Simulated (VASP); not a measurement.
Input of a VASP 6.6.1 run:

INCAR

```
PREC = Accurate
ENCUT = 520
EDIFF = 1E-7
ISMEAR = -1
SIGMA = 0.05
LREAL = F
LASPH = T
NELM = 80
ALGO = Normal
ISIF = 2
LWAVE = F
LCHARG = T
GGA = PE
LELF = T
LVHAR = T
NBANDS = 19
```

KPOINTS

```
regular mesh
0
Gamma
  10 10 10
```

POSCAR

```
Hg
1.0
   -2.9683079578      2.9683079578      1.5932464040
    2.9683079578     -2.9683079578      1.5932464040
    2.9683079578      2.9683079578     -1.5932464040
Hg
2
Direct
    0.0000000000      0.0000000000      0.0000000000
    0.7500000000      0.2500000000      0.5000000000
```

Potentials or basis: VASP PAW PBE potentials, release 64 (Hg).

Launch:

```bash
$ cat potpaw_PBE.64/Hg/POTCAR > POTCAR
$ mpirun -np 1 vasp_std > vasp.out
```

(1) Estimate the band gap on the k mesh.

(2) Estimate the pressure.

## Answers

(1) zero (band 12 reaches 3.67 eV, above the bottom of band 13 at 0.24 eV).

(2) 0.7 GPa.

Caveat: spin-orbit coupling is left out, which moves the levels of the heavy elements.
